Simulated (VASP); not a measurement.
A run of VASP 6.6.1:

INCAR

```
PREC = Accurate
ENCUT = 520
EDIFF = 1E-6
ISMEAR = -1
SIGMA = 0.1
LREAL = F
LASPH = T
NELM = 100
ALGO = Normal
ISIF = 2
LWAVE = F
LCHARG = F
GGA = PE
NBANDS = 30
```

File KPOINTS:

```
Automatic mesh
0
Gamma
  4 4 3
```

File POSCAR:

```
BaAlF4
1.0
    3.6888600000      0.0000000000      0.0000000000
    0.0000000000      3.6888600000      0.0000000000
    0.0000000000      0.0000000000      6.3582580000
Ba Al F
1 1 4
Direct
    0.5053534154      0.4927324431      0.4945782320
   -0.0031830972      0.0077118676      0.0050383297
    0.4932233807      0.0009905499      0.0103614858
    0.0130750422      0.5143106542     -0.0025403184
   -0.0010507311     -0.0116713565      0.2906476900
   -0.0160624149      0.0007967231      0.7139439765
```

Potentials or basis: VASP PAW PBE potentials, release 64 (Ba_sv, Al, F).

Command:

```bash
$ cat potpaw_PBE.64/Ba_sv/POTCAR potpaw_PBE.64/Al/POTCAR potpaw_PBE.64/F/POTCAR > POTCAR
$ mpirun -np 1 vasp_std > vasp.out
```

Hardware: 1 thread of AMD EPYC 7R43 64-Core Processor (Zen 3), with other jobs on the host.

Task: Estimate the wall time of this run.

Result: Run time: 73 s on 1 thread of AMD EPYC 7R43 64-Core Processor (Zen 3) (shared host), peak memory 0.18 GiB. Counts: scf iterations 14, k points 26.
